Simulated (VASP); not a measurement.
Here is a VASP 6.6.1 calculation.

File INCAR:

```
PREC = Accurate ; ENCUT = 500
EDIFF = 1E-6 ; ISMEAR = -1
SIGMA = 0.05 ; LREAL = F
LASPH = T ; NELM = 120
ALGO = Normal ; ISIF = 2
LWAVE = F ; LCHARG = T
GGA = PE ; LELF = T
LVHAR = T ; NBANDS = 11
GGA_COMPAT = F
```

Contents of KPOINTS:

```
regular mesh
0
Gamma
  13 13 13
```

The input POSCAR:

```
Pd
1.0
    0.0000000000      1.9387450000      1.9387450000
    1.9387450000      0.0000000000      1.9387450000
    1.9387450000      1.9387450000      0.0000000000
Pd
1
Direct
    0.0000000000      0.0000000000      0.0000000000
```

Potentials or basis: VASP PAW PBE potentials, release 64 (Pd).

Run with:

```bash
$ cat potpaw_PBE.64/Pd/POTCAR > POTCAR
$ mpirun -np 1 vasp_std > vasp.out
```

Task: What does it give for the pressure?

Result: 9.5 GPa.

Task: Predict the band gap on the k mesh.

Result: Zero (band 5 reaches 10.25 eV, above the bottom of band 6 at 8.67 eV).
